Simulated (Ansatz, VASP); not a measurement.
## BaZrO3: VASP beside Ansatz

INCAR

```
SYSTEM = BaZrO3
  ALGO = Normal
  EDIFF = 1E-7
  ENCUT = 520
  GGA = PS
  ISIF = 2
  ISMEAR = 0
  LASPH = .True.
  LCHARG = .False.
  LREAL = .False.
  LWAVE = .False.
  NBANDS = 28
  NELM = 80
  PREC = Accurate
  SIGMA = 0.01
```

Contents of KPOINTS:

```
k-points
0
Gamma
  4 4 4
  0 0 0
```

File POSCAR:

```
BaZrO3
1.0
    4.1913400000      0.0000000000      0.0000000000
    0.0000000000      4.1913400000      0.0000000000
    0.0000000000      0.0000000000      4.1913400000
Ba Zr O
1 1 3
Direct
    0.0000000000      0.0000000000      0.0000000000
    0.5000000000      0.5000000000      0.5000000000
    0.0000000000      0.5000000000      0.5000000000
    0.5000000000      0.0000000000      0.5000000000
    0.5000000000      0.5000000000      0.0000000000
```

Input for Ansatz:

```yaml
crystal:
  lattice:
    - [4.19134, 0.0, 0.0]
    - [0.0, 4.19134, 0.0]
    - [0.0, 0.0, 4.19134]
  atoms:
    - { symbol: Ba, position: [0.0, 0.0, 0.0] }
    - { symbol: Zr, position: [0.5, 0.5, 0.5] }
    - { symbol: O, position: [0.0, 0.5, 0.5] }
    - { symbol: O, position: [0.5, 0.0, 0.5] }
    - { symbol: O, position: [0.5, 0.5, 0.0] }
basis:
  ecutwfc: 500.0
kpoints:
  mp_grid:
    grid: [4, 4, 4]
hamiltonian:
  xc: pbesol
scf:
  occupations:
    method: fixed
output:
  stress: true
```

Alike in both runs: task single point; functional PBEsol; k mesh 4 × 4 × 4; no spin polarisation.

```csv
,VASP,Ansatz
version,VASP 6.6.1,Ansatz 0.2.0
potentials or method,"VASP PAW PBE potentials, release 64 (Ba_sv, Zr_sv, O), cutoff 520 eV","plane waves, PAW"
occupations,"gaussian, width 0.01 eV",fixed
valence electrons in the cell,40,40
```

Ansatz gave:

- pressure (GPa): -1.2

Task: Estimate VASP's values.

Result: Pressure (GPa): -0.1.

VASP's potentials were made for PBE, not for PBEsol.

Neither program's run includes spin-orbit coupling.
